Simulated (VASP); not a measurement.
# Pd (Fm-3m) in VASP: relaxation of cell and atoms with PBEsol

Aim: the relaxation of cell and atoms of Pd with PBEsol.

Program: VASP 6.6.1. These are calculated values, not measurements. Logs are shortened: lines on timing, memory, paths and dates and some standing lists are left out, and cuts for length are marked.

## 1. The cell of the first run

The structure is cubic, space group Fm-3m (No. 225). Conventional cell: a = 3.917 Å, b = 3.917 Å, c = 3.917 Å, α = 90.00°, β = 90.00°, γ = 90.00°. Within 3.7 Å of Pd (site symmetry m-3m) lie 12 Pd at 2.77 Å.

## 2. Relaxation of cell and atoms, PBEsol

Contents of INCAR:

```
PREC = Accurate
ENCUT = 600
EDIFF = 1E-6
ISMEAR = 0
SIGMA = 0.1
LREAL = F
LASPH = T
NELM = 60
ALGO = Normal
ISIF = 3
LWAVE = F
LCHARG = F
GGA = PS
IBRION = 2
NSW = 100
EDIFFG = -0.002
```

Contents of KPOINTS:

```
Automatic mesh
0
Gamma
  18 18 18
```

Contents of POSCAR:

```
Pd
1.0
    0.0000000000      1.9586507900      1.9586507900
    1.9586507900      0.0000000000      1.9586507900
    1.9586507900      1.9586507900      0.0000000000
Pd
1
Direct
    0.0000000000      0.0000000000      0.0000000000
```

Potentials or basis: VASP PAW PBE potentials, release 64 (Pd).

Launch:

```bash
$ cat potpaw_PBE.64/Pd/POTCAR > POTCAR
$ mpirun -np 1 vasp_std > vasp.out
```

OUTCAR:

```text
PREC = Accurate
   ENCUT = 600
   EDIFF = 1E-6
   ISMEAR = 0
   LREAL = F
   LASPH = T
   NELM = 60
   ISIF = 3
   GGA = PS
   IBRION = 2
   NSW = 100
   EDIFFG = -0.002

 ion  position               nearest neighbor table
   1  0.000  0.000  0.000-

  LATTYP: Found a face centered cubic cell.
 ALAT       =     3.9173015800

  Lattice vectors:

 A1 = (   0.0000000000,   1.9586507900,   1.9586507900)
 A2 = (   1.9586507900,   0.0000000000,   1.9586507900)
 A3 = (   1.9586507900,   1.9586507900,   0.0000000000)

Analysis of symmetry for initial positions (statically):
=====================================================================
 Subroutine PRICEL returns:
 Original cell was already a primitive cell.

 Routine SETGRP: Setting up the symmetry group for a
 face centered cubic supercell.

 Subroutine GETGRP returns: Found 48 space group operations
 (whereof 48 operations were pure point group operations)
 out of a pool of 48 trial point group operations.

The static configuration has the point symmetry O_h .

Analysis of symmetry for dynamics (positions and initial velocities):
=====================================================================
 Subroutine PRICEL returns:
 Original cell was already a primitive cell.

 Routine SETGRP: Setting up the symmetry group for a
 face centered cubic supercell.

 Subroutine GETGRP returns: Found 48 space group operations
 (whereof 48 operations were pure point group operations)
 out of a pool of 48 trial point group operations.

The dynamic configuration has the point symmetry O_h .

 Subroutine INISYM returns: Found 48 space group operations
 (whereof 48 operations are pure point group operations),
 and found     1 'primitive' translations

----------------------------------------------------------------------------------------

                                     Primitive cell

  volume of cell :      15.0280

  direct lattice vectors                    reciprocal lattice vectors
     0.000000000  1.958650790  1.958650790    -0.255277767  0.255277767  0.255277767
     1.958650790  0.000000000  1.958650790     0.255277767 -0.255277767  0.255277767
     1.958650790  1.958650790  0.000000000     0.255277767  0.255277767 -0.255277767

  length of vectors
     2.769950511  2.769950511  2.769950511     0.442154062  0.442154062  0.442154062

  position of ions in fractional coordinates (direct lattice)
     0.000000000  0.000000000  0.000000000

  ion indices of the primitive-cell ions
   primitive index   ion index
                 1           1

----------------------------------------------------------------------------------------

 KPOINTS: Automatic mesh

Automatic generation of k-mesh.
 Grid dimensions read from file:
 generate k-points for:   18   18   18

 Generating k-lattice:

  Cartesian coordinates                     Fractional coordinates (reciprocal lattice)
    -0.014182098  0.014182098  0.014182098     0.055555556  0.000000000  0.000000000
     0.014182098 -0.014182098  0.014182098     0.000000000  0.055555556  0.000000000
     0.014182098  0.014182098 -0.014182098     0.000000000  0.000000000  0.055555556

  Length of vectors
     0.024564115  0.024564115  0.024564115

  Shift w.r.t. Gamma in fractional coordinates (k-lattice)
     0.000000000  0.000000000  0.000000000

 Subroutine IBZKPT returns following result:
 ===========================================

 Found    195 irreducible k-points:

 Following reciprocal coordinates:
            Coordinates               Weight
  0.000000  0.000000  0.000000      1.000000
  0.055556  0.000000  0.000000      8.000000
  0.111111  0.000000  0.000000      8.000000
  0.166667  0.000000  0.000000      8.000000
  0.222222  0.000000  0.000000      8.000000
  0.277778  0.000000  0.000000      8.000000
[... 16 lines left out ...]
 -0.277778  0.055556  0.000000     24.000000
 -0.222222  0.055556  0.000000     24.000000
 [... further k-points ...]
   k-points           NKPTS =    195   k-points in BZ     NKDIM =    195   number of bands    NBANDS=      9
   number of dos      NEDOS =    301   number of ions     NIONS =      1
   total plane-waves  NPLWV =  13824
   dimension x,y,z NGX =    24 NGY =   24 NGZ =   24
   dimension x,y,z NGXF=    48 NGYF=   48 NGZF=   48
   ions per type =               1
   NGX,Y,Z   is equivalent  to a cutoff of  14.40, 14.40, 14.40 a.u.
   NGXF,Y,Z  is equivalent  to a cutoff of  28.81, 28.81, 28.81 a.u.
 SYSTEM =  unknown system
   PREC   = accura    normal or accurate (medium, high low for compatibility)
   ISTART =      0    job   : 0-new  1-cont  2-samecut
   ICHARG =      2    charge: 1-file 2-atom 10-const
   ISPIN  =      1    spin polarized calculation?
   LNONCOLLINEAR =      F non collinear calculations
   LSORBIT =      F    spin-orbit coupling
   LASPH  =      T    aspherical Exc in radial PAW
   ENCUT  =  600.0 eV  44.10 Ry    6.64 a.u.   5.53  5.53  5.53*2*pi/ulx,y,z
   NELM   =     60;   NELMIN=  2; NELMDL= -5     # of ELM steps
   EDIFF  = 0.1E-05   stopping-criterion for ELM
   LREAL  =      F    real-space projection
   EDIFFG = -.2E-02   stopping-criterion for IOM
   NSW    =    100    number of steps for IOM
   IBRION =      2    ionic relax: 0-MD 1-quasi-New 2-CG
   NFREE  =      1    steps in history (QN), initial steepest desc. (CG)
   ISIF   =      3    stress and relaxation
   ISYM   =      2    0-nonsym 1-usesym 2-fastsym
   POTIM  = 0.5000    time-step for ionic-motion
   TEBEG  =    0.0;   TEEND  =   0.0 temperature during run
   PSTRESS=    0.0 pullay stress
   NELECT =      10.0000    total number of electrons
   NUPDOWN=      -1.0000    fix difference up-down
   EMIN   =  10.00;   EMAX   =-10.00  energy-range for DOS
   EFERMI =   0.00;   METHOD = LEGACY
   ISMEAR =     0;   SIGMA  =   0.10  broadening in eV -4-tet -1-fermi 0-gaus
   EFERMI_NEDOS =   21; number of points for ismear=-14 and -15
   IALGO  =     38    algorithm
   IMIX   =      4    mixing-type and parameters
     AMIX     =   0.40;   BMIX     =  1.00
     AMIX_MAG =   1.60;   BMIX_MAG =  1.00
  volume/ion in A,a.u.               =      15.03       101.41
  Fermi-wavevector in a.u.,A,eV,Ry     =   1.429249  2.700889 27.793328  2.042752
  Thomas-Fermi vector in A             =   2.549223
   LORBIT       =      0    0 simple, 1 ext, 2 COOP (PROOUT), +10 PAW based schemes
   GGA     = PS    functional components
   LHFCALC =     F    Hartree Fock is set to
   AEXX    =    0.0000 exact exchange contribution
   IVDW    =     0    specifies the selected vdW correction
   LEPSILON=     F    determine dielectric tensor
   LRPA    =     F    only Hartree local field effects (RPA)
 conjugate gradient relaxation of ions
 non-spin polarized calculation
 Gauss-broadening in eV      SIGMA  =   0.10
  energy-cutoff  :      600.00
  volume of cell :       15.03
 maximum number of plane-waves:       531
 NGX is ok and might be reduce to    24
   NGX = 11   NGY = 11   NGZ = 11

--------------------------------------- Ionic step        1  -------------------------------------------

 number of electron      10.0000000 magnetization

 number of electron       9.9999999 magnetization

 Free energy of the ion-electron system (eV)
  ---------------------------------------------------
  ext. energy  EPLUGINS =         0.00000000
  ---------------------------------------------------
  free energy    TOTEN  =        -5.95968184 eV

  energy without entropy =       -5.94764293  energy(sigma->0) =       -5.95366238

------------------------ aborting loop because EDIFF is reached ----------------------------------------

  FORCE on cell =-STRESS in cart. coord.  units (eV):
  Direction    XX          YY          ZZ          XY          YZ          ZX
  --------------------------------------------------------------------------------------
  -------------------------------------------------------------------------------------
  Total       -0.6031347     -0.6031347     -0.6031347     -0.0000000      0.0000000      0.0000000
  in kB      -64.3019109    -64.3019109    -64.3019109     -0.0000000      0.0000000      0.0000000
  external PRESSURE =     -64.3019109 kB  Pullay stress =       0.0000000 kB
[... 20 lines left out ...]
  energy  without entropy=       -5.9476429293  energy(sigma->0) =       -5.95366238

--------------------------------------- Ionic step        2  -------------------------------------------

 number of electron      10.0000001 magnetization

 E-fermi :  10.8614     XC(G=0): -13.8188

 val. band max:       10.8551600772   @ k =  -0.3333   0.0556   0.0000
 cond. band min:      10.8620430481   @ k =  -0.4444   0.3889   0.1111
 fundamental gap:      0.0068829710
 Fermi energy:        10.8614324088

 k-point     1 :       0.0000    0.0000    0.0000
  band No.  band energies     occupation
      1       3.0519      2.00000
      2       7.6606      2.00000
      3       7.6606      2.00000
      4       7.6606      2.00000
      5       9.4906      2.00000
      6       9.4906      2.00000
      7      27.9846      0.00000
      8      33.1606      0.00000
      9      33.1606      0.00000
[... 265 lines left out ...]
 k-point    24 :      -0.2222    0.0556    0.0000
  band No.  band energies     occupation
      1       4.8496      2.00000
      2       7.3970      2.00000
      3       8.0214      2.00000
      4       8.0619      2.00000
      5       9.3417      2.00000
      6       9.9362      2.00000
      7      26.2951      0.00000
      8      29.2716      0.00000
      9      33.8301      0.00000

 [... further k-points ...]
[... 5 lines left out ...]
  --------------------------------------------------------------------------------------
  -------------------------------------------------------------------------------------
  Total        1.1132290      1.1132290      1.1132290      0.0000000      0.0000000     -0.0000000
  in kB      129.6779990    129.6779990    129.6779990      0.0000000      0.0000000     -0.0000000
  external PRESSURE =     129.6779990 kB  Pullay stress =       0.0000000 kB
[... 125 lines left out ...]
  energy  without entropy=       -5.9587739063  energy(sigma->0) =       -5.96451410

--------------------------------------- Ionic step        6  -------------------------------------------

 number of electron      10.0000000 magnetization

 Free energy of the ion-electron system (eV)
  ---------------------------------------------------
  ext. energy  EPLUGINS =         0.00000000
  ---------------------------------------------------
  free energy    TOTEN  =        -5.97025559 eV

  energy without entropy =       -5.95878177  energy(sigma->0) =       -5.96451868

 E-fermi :   9.8897     XC(G=0): -13.4775

 val. band max:        9.8885394870   @ k =  -0.4444   0.3889   0.1111
 cond. band min:       9.8904438320   @ k =   0.5000   0.1111   0.0000
 fundamental gap:      0.0019043450
 Fermi energy:         9.8897130980

 k-point     1 :       0.0000    0.0000    0.0000
  band No.  band energies     occupation
      1       2.5241      2.00000
      2       6.9595      2.00000
      3       6.9595      2.00000
      4       6.9595      2.00000
      5       8.6349      2.00000
      6       8.6349      2.00000
      7      27.0199      0.00000
      8      31.8799      0.00000
      9      31.8799      0.00000
[... 265 lines left out ...]
 k-point    24 :      -0.2222    0.0556    0.0000
  band No.  band energies     occupation
      1       4.2651      2.00000
      2       6.7167      2.00000
      3       7.2943      2.00000
      4       7.3312      2.00000
      5       8.5053      2.00000
      6       9.0469      2.00000
      7      24.8787      0.00000
      8      28.1246      0.00000
      9      32.2031      0.00000

 [... further k-points ...]
[... 5 lines left out ...]
  --------------------------------------------------------------------------------------
  -------------------------------------------------------------------------------------
  Total        0.0006818      0.0006818      0.0006818      0.0000000      0.0000000      0.0000000
  in kB        0.0752249      0.0752249      0.0752249      0.0000000      0.0000000      0.0000000
  external PRESSURE =       0.0752249 kB  Pullay stress =       0.0000000 kB
[... 16 lines left out ...]
  FREE ENERGIE OF THE ION-ELECTRON SYSTEM (eV)
  ---------------------------------------------------
  free  energy   TOTEN  =        -5.9702555913 eV

  energy  without entropy=       -5.9587817710  energy(sigma->0) =       -5.96451868

 reached required accuracy - stopping structural energy minimisation
```

Run time: 1.8 min. Hardware: 1 thread of Intel Xeon 8259CL, shared host; peak memory 0.18 GiB.

What came out:

- Free energy: -5.9703 eV
- Relaxed volume: 14.52 Å³/atom
- Relaxed cell: a = 2.738 Å, b = 2.738 Å, c = 2.738 Å, α = 60.00°, β = 60.00°, γ = 60.00°
- Space group after relaxing (to 0.1 Å): Fm-3m (No. 225)
- Energy gained by relaxing: 10.6 meV/atom
- Ionic steps: 6
- Pressure after relaxing: 0.0 GPa
- Band gap on the k mesh: zero (bands 5 and 6 overlap by 1.63 eV)

The path:
| step | energy change (eV) | largest force (eV/Å) | pressure (GPa) | volume (Å³) |
| --- | --- | --- | --- | --- |
| 1 | 0.0000 | 0.0000 | -6.43 | 15.03 |
| 2 | 0.0187 | 0.0000 | 12.97 | 13.75 |
| 3 | -0.0106 | 0.0000 | -0.10 | 14.53 |
| 4 | -0.0106 | 0.0000 | 0.06 | 14.52 |
| 5 | -0.0106 | 0.0000 | -0.10 | 14.53 |
| 6 | -0.0106 | 0.0000 | 0.01 | 14.52 |

Final structure:
```xyz
1
Lattice="0.0000 1.9364 1.9364 1.9364 0.0000 1.9364 1.9364 1.9364 0.0000" Properties=species:S:1:pos:R:3 pbc="T T T"
Pd    1.9364    0.0000    1.9364
```

Levels at points of the mesh, in eV from the Fermi level:
| k point | band 1 | band 2 | band 3 | band 4 | band 5 | band 6 | band 7 | band 8 | band 9 |
| --- | --- | --- | --- | --- | --- | --- | --- | --- | --- |
| (0.00, 0.00, 0.00) | -7.37 | -2.93 | -2.93 | -2.93 | -1.25 | -1.25 | 17.13 | 21.99 | 21.99 |
| (0.50, 0.00, 0.00) | -5.47 | -2.97 | -2.97 | -0.02 | -0.02 | 0.88 | 7.39 | 16.49 | 21.16 |
| (0.50, 0.50, 0.00) | -5.56 | -5.27 | -0.04 | 0.30 | 0.30 | 3.25 | 10.87 | 13.19 | 13.19 |

Caveat: the PAW data sets were made with another functional, which shifts forces and pressure a little.
